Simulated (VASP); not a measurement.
# In (P6/mmm) in VASP: further runs, part 2 of 2

VASP 6.6.1. The steps go on from the part before.

## 5. Single point, PBE

This run uses another cell than the first one: it holds 3 atoms, not 1.

File INCAR:

```
SYSTEM = In
PREC = Accurate
ENCUT = 520
EDIFF = 1E-7
ISMEAR = -1
SIGMA = 0.05
LREAL = .FALSE.
LASPH = .TRUE.
NELM = 60
ALGO = Normal
ISIF = 2
LWAVE = .FALSE.
LCHARG = .FALSE.
GGA = PE
NBANDS = 26
```

File KPOINTS:

```
regular mesh
0
G
  8 8 11
  0 0 0
```

File POSCAR:

```
In
1.0
    4.5861704618      0.0000000000      0.0000000000
   -2.2930852309      3.9717401260      0.0000000000
    0.0000000000      0.0000000000      2.7545394986
In
3
Direct
    0.0000000000      0.0000000000      0.0000000000
    0.3333333333      0.6666666667      0.5000000000
    0.6666666667      0.3333333333      0.5000000000
```

Potentials or basis: VASP PAW PBE potentials, release 64 (In_d).

Command:

```bash
$ cat potpaw_PBE.64/In_d/POTCAR > POTCAR
$ mpirun -np 1 vasp_std > vasp.out
```

OUTCAR:

```text
SYSTEM = In
   PREC = Accurate
   ENCUT = 520
   EDIFF = 1E-7
   ISMEAR = -1
   LREAL = .FALSE.
   LASPH = .TRUE.
   NELM = 60
   ISIF = 2
   GGA = PE

 ion  position               nearest neighbor table
   1  0.000  0.000  0.000-   2 2.98   3 2.98   2 2.98   3 2.98   2 2.98   2 2.98   3 2.98   3 2.98
                             3 2.98   3 2.98   2 2.98   2 2.98
   2  0.333  0.667  0.500-   3 2.65   3 2.65   3 2.65   1 2.98   1 2.98   1 2.98   1 2.98   1 2.98
                             1 2.98   3 3.82   3 3.82   3 3.82   3 3.82   3 3.82   3 3.82
   3  0.667  0.333  0.500-   2 2.65   2 2.65   2 2.65   1 2.98   1 2.98   1 2.98   1 2.98   1 2.98
                             1 2.98   2 3.82   2 3.82   2 3.82   2 3.82   2 3.82   2 3.82
[... 897 lines left out ...]
  -------------------------------------------------------------------------------------
  Total       20.7036603     20.7036603     20.7053338      0.0000000     -0.0000000      0.0000000
  in kB      661.1160389    661.1160389    661.1694793      0.0000000     -0.0000000      0.0000000
  external PRESSURE =     661.1338523 kB  Pullay stress =       0.0000000 kB

 VOLUME and BASIS-vectors are now :
 -----------------------------------------------------------------------------
  energy-cutoff  :      520.00
  volume of cell :       50.17
      direct lattice vectors                 reciprocal lattice vectors
     4.586170462  0.000000000  0.000000000     0.218046845  0.125889405  0.000000000
    -2.293085231  3.971740126  0.000000000     0.000000000  0.251778809  0.000000000
     0.000000000  0.000000000  2.754539499     0.000000000  0.000000000  0.363037089

 POSITION                                       TOTAL-FORCE (eV/Angst)
 -----------------------------------------------------------------------------------
      0.00000      0.00000      0.00000        -0.000000      0.000000      0.000000
     -0.00000      2.64783      1.37727        -0.000000     -0.000000     -0.000000
      2.29309      1.32391      1.37727         0.000000      0.000000      0.000000
 -----------------------------------------------------------------------------------
    total drift:                                0.000000      0.000000     -0.000000

  FREE ENERGIE OF THE ION-ELECTRON SYSTEM (eV)
  ---------------------------------------------------
  free  energy   TOTEN  =        -3.4710773148 eV

  energy  without entropy=       -3.4578086856  energy(sigma->0) =       -3.46444300
```

Run time: 54 s. Hardware: 1 thread of Intel Xeon 6975P-C, shared host; peak memory 0.2 GiB.

What came out:

```yaml
Free_energy: -3.4711 eV
Pressure: 66.1 GPa
```

Caveat: spin-orbit coupling is left out, which moves the levels of the heavy elements.

## 6. Relaxation of cell and atoms, PBE, target pressure 66 GPa, at which the enthalpy is minimised

This run uses another cell than the first one, of 16.90 Å³/atom, 0.996 times its volume.

File INCAR:

```
SYSTEM = In
ALGO     = Normal         ! electronic algorithm
EDIFF    = 1E-6           ! SCF threshold, eV
EDIFFG   = -0.005         ! ionic threshold
ENCUT    = 600            ! plane-wave cutoff, eV
GGA      = PE             ! functional
IBRION   = 2              ! ionic algorithm
ISIF     = 3              ! what is computed and relaxed
ISMEAR   = -1             ! smearing method
LASPH    = .TRUE.         ! aspherical terms in the spheres
LCHARG   = .FALSE.        ! write CHGCAR
LREAL    = .FALSE.        ! projectors in reciprocal space
LWAVE    = .FALSE.        ! write WAVECAR
NELM     = 100            ! most SCF steps
NSW      = 60             ! ionic steps
PREC     = Accurate       ! precision mode
PSTRESS  = 660.0        
SIGMA    = 0.05           ! smearing width, eV
```

File KPOINTS:

```
k-points
0
G
  16 16 15
  0 0 0
```

File POSCAR:

```
In
1.0
    2.7485421621      0.0000000000      0.0000000000
   -1.3742710811      2.3803073358      0.0000000000
    0.0000000000      0.0000000000      2.5836296324
In
1
Direct
    0.0000000000      0.0000000000      0.0000000000
```

Potentials or basis: VASP PAW PBE potentials, release 64 (In_d).

Command:

```bash
$ cat potpaw_PBE.64/In_d/POTCAR > POTCAR
$ mpirun -np 1 vasp_std > vasp.out
```

Wall time 71 s (1 thread of Intel Xeon 6975P-C (Granite Rapids), shared host); peak memory 0.2 GiB.

The run converged. Its results:

```
Free energy                                            : -1.1328 eV
Relaxed volume                                         : 16.99 Å³/atom
Relaxed cell                                           : a = 2.737 Å, b = 2.737 Å, c = 2.619 Å, α = 90.00°, β = 90.00°, γ = 120.00°
Space group after relaxing (to 0.05 Å)                 : P6/mmm (No. 191)
Energy change on relaxing (the enthalpy is what falls) : -41.2 meV/atom
Ionic steps                                            : 12
Pressure after relaxing                                : 66.0 GPa
```

Step by step:
| step | energy change (eV) | largest force (eV/Å) | pressure (GPa) | volume (Å³) |
| --- | --- | --- | --- | --- |
| 1 | 0.0000 | 0.0000 | 67.46 | 16.90 |
| 2 | -0.1291 | 0.0000 | 61.42 | 17.27 |
| 3 | -0.0580 | 0.0000 | 65.26 | 17.03 |
| 4 | -0.0549 | 0.0000 | 65.40 | 17.02 |
| 5 | -0.0540 | 0.0000 | 65.42 | 17.02 |
| 6 | -0.0005 | 0.0000 | 67.70 | 16.89 |
| 7 | -0.0398 | 0.0000 | 66.04 | 16.98 |
| 8 | -0.0402 | 0.0000 | 66.05 | 16.98 |
| 9 | -0.0471 | 0.0000 | 65.72 | 17.00 |
| 10 | -0.0407 | 0.0000 | 65.98 | 16.98 |
| 11 | -0.0417 | 0.0000 | 65.95 | 16.99 |
| 12 | -0.0412 | 0.0000 | 65.97 | 16.99 |

Final structure:
```
In
1.0
     2.73683    0.00000    0.00000
    -1.36841    2.37016    0.00000
     0.00000    0.00000    2.61861
In
1
Direct
  0.00000 0.00000 0.00000
```

Levels at points of the mesh, in eV from the Fermi level:
```
           k point  band 3  band 4  band 5  band 6  band 7  band 8  band 9  band 10
(0.00, 0.00, 0.00)  -15.69  -14.56  -14.56  -13.14    9.07   12.48   14.06    14.14
(0.50, 0.00, 0.00)  -15.17  -14.70  -14.45   -5.63   -4.35    7.15   12.39    14.43
```

Caveat: the cell is relaxed towards a set pressure, so the enthalpy falls and the energy may rise; spin-orbit coupling is left out, which moves the levels of the heavy elements.

## 7. Overview

| task | cell | k mesh | cutoff (eV) | gap on the mesh (eV) | pressure (GPa) |
| --- | --- | --- | --- | --- | --- |
| single point | a = 2.736, b = 2.736, c = 2.618 Å, angles 90.0, 90.0, 120.0°, 1 atom | 16 × 16 × 15 | 520 | none | 65.9 |
| single point | a = 4.586, b = 4.586, c = 2.755 Å, angles 90.0, 90.0, 120.0°, 3 atoms | 8 × 8 × 11 | 520 | none | 66.1 |
| relaxation of cell and atoms | relaxed to 66 GPa from a = 2.749, b = 2.749, c = 2.584 Å, angles 90.0, 90.0, 120.0°, 1 atom | 16 × 16 × 15 | 600 | none | 66.0 |

Alike in all rows: level PBE; potentials or basis VASP PAW PBE potentials, release 64 (In_d); no spin polarisation; smearing fermi-dirac 0.05 eV.

Caveats: spin-orbit coupling is left out, which moves the levels of the heavy elements; the cell is relaxed towards a set pressure, so the enthalpy falls and the energy may rise (some runs).

Total energies depend on the potentials used, so only differences within one code and one set of settings carry meaning.
